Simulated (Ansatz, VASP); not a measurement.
**One calculation of GeW, two programs**

File INCAR:

```
ALGO = Normal
EDIFF = 1E-7
ENCUT = 520
GGA = PS
GGA_COMPAT = F
ISIF = 2
ISMEAR = -1
LASPH = T
LCHARG = T
LMAXMIX = 4
LORBIT = 11
LORBMOM = T
LREAL = F
LSORBIT = T
LVHAR = T
LWAVE = F
MAGMOM = 0 0 0 0 0 0
NBANDS = 40
NELM = 150
PREC = Accurate
SIGMA = 0.05
```

File KPOINTS:

```
k-points
0
Gamma
  7 7 7
```

Contents of POSCAR:

```
GeW
1.0
    0.0000000000      2.5776100000      2.5776100000
    2.5776100000      0.0000000000      2.5776100000
    2.5776100000      2.5776100000      0.0000000000
Ge W
1 1
Direct
    0.5000000000      0.5000000000      0.5000000000
    0.0000000000      0.0000000000      0.0000000000
```

File input.yaml:

```yaml
crystal:
  lattice:
    - [0.0, 2.57761, 2.57761]
    - [2.57761, 0.0, 2.57761]
    - [2.57761, 2.57761, 0.0]
  atoms:
    - { symbol: Ge, position: [0.5, 0.5, 0.5] }
    - { symbol: W, position: [0.0, 0.0, 0.0] }
hamiltonian:
  xc: pbesol
  pseudopotentials: { kind: paw_fr }
magnetization:
  noncollinear: true
  spin_orbit: true
kpoints:
  mp_grid: { grid: [7, 7, 7] }
  band_path:
    path:
      - [[0.0, 0.0, 0.0], [0.5, 0.0, 0.5], [0.5, 0.25, 0.75], [0.375, 0.375, 0.75], [0.0, 0.0, 0.0], [0.5, 0.5, 0.5], [0.625, 0.25, 0.625], [0.5, 0.25, 0.75], [0.5, 0.5, 0.5], [0.375, 0.375, 0.75]]
      - [[0.625, 0.25, 0.625], [0.5, 0.0, 0.5]]
    npoints: 14
scf:
  occupations: { method: fermi_dirac, width: 0.05 }
  n_extra_bands: 6
output:
  forces: true
  stress: true
  eigenvalues: true
  fatbands: true
```

Alike in both runs: functional PBEsol; k mesh 7 × 7 × 7; occupations fermi-dirac, width 0.05 eV; non-collinear spin, spin-orbit coupling.

```csv
,VASP,Ansatz
version,VASP 6.6.1,Ansatz 0.2.0
potentials or method,"VASP PAW PBE potentials, release 64 (Ge_d, W_sv)",Ansatz PAW
plane-wave cutoff (eV),520,420
valence electrons in the cell,28,28
task,single point,band structure
```

Ansatz gave:

| Item | Value |
| --- | --- |
| pressure (GPa) | -5.7 |
| net moment per atom (μB) | 0.00 |

Problem. Which values does VASP return?

Solution. Pressure (GPa): -5.1; net moment per atom (μB): 0.00.

VASP's potentials were made for PBE, not for PBEsol.
